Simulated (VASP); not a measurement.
Crystal: ZrWS3.

```xyz
5
Lattice="4.5873 0.0000 0.0000 0.0000 4.5873 0.0000 0.0000 0.0000 4.5873" Properties=species:S:1:pos:R:3 pbc="T T T"
Zr    0.0000    0.0000    0.0000
W     2.2936    2.2936    2.2936
S     0.0000    2.2936    2.2936
S     2.2936    2.2936    0.0000
S     2.2936    0.0000    2.2936
```

| Quantity | Value |
| --- | --- |
| Program | VASP 6.6.1 |
| Task | relaxation of cell and atoms |
| Functional | PBE |
| Potentials or basis | VASP PAW PBE potentials, release 64 (Zr_sv, W_sv, S) |
| Cutoff | 600 eV |
| k mesh | 4 × 4 × 4 |
| Occupations | gaussian, width 0.1 eV |
| Spin | collinear spin, ferrimagnetic start |
| Starting moments | [0.94, -0.01, -0.04, -0.04, -0.04] μB |

At the start: pressure 4.9 GPa; volume 19.31 Å³/atom.

**Question.** How do energy, volume and symmetry change on relaxing?

**Answer.** Over 3 steps the energy falls by 11.7 meV/atom and the volume is 20.10 Å³/atom (+4.1 %); space group Pm-3m (No. 221, to 0.05 Å); moment 0.95 μB per cell.

Step by step:
| step | energy change (eV) | largest force (eV/Å) | pressure (GPa) | volume (Å³) |
| --- | --- | --- | --- | --- |
| 1 | 0.0000 | 0.0000 | 4.92 | 96.53 |
| 2 | 0.0102 | 0.0000 | -4.56 | 105.06 |
| 3 | -0.0583 | 0.0000 | -0.04 | 100.49 |

Final structure:
```cif
data_structure
_symmetry_space_group_name_H-M 'P 1'
_symmetry_Int_Tables_number 1
_cell_length_a 4.6492
_cell_length_b 4.6492
_cell_length_c 4.6492
_cell_angle_alpha 90.000
_cell_angle_beta 90.000
_cell_angle_gamma 90.000
_cell_volume 100.49
loop_
_atom_site_label
_atom_site_type_symbol
_atom_site_fract_x
_atom_site_fract_y
_atom_site_fract_z
_atom_site_occupancy
Zr1 Zr 0.00000 0.00000 0.00000 1
W1 W 0.50000 0.50000 0.50000 1
S1 S 0.00000 0.50000 0.50000 1
S2 S 0.50000 0.50000 0.00000 1
S3 S 0.50000 0.00000 0.50000 1
```
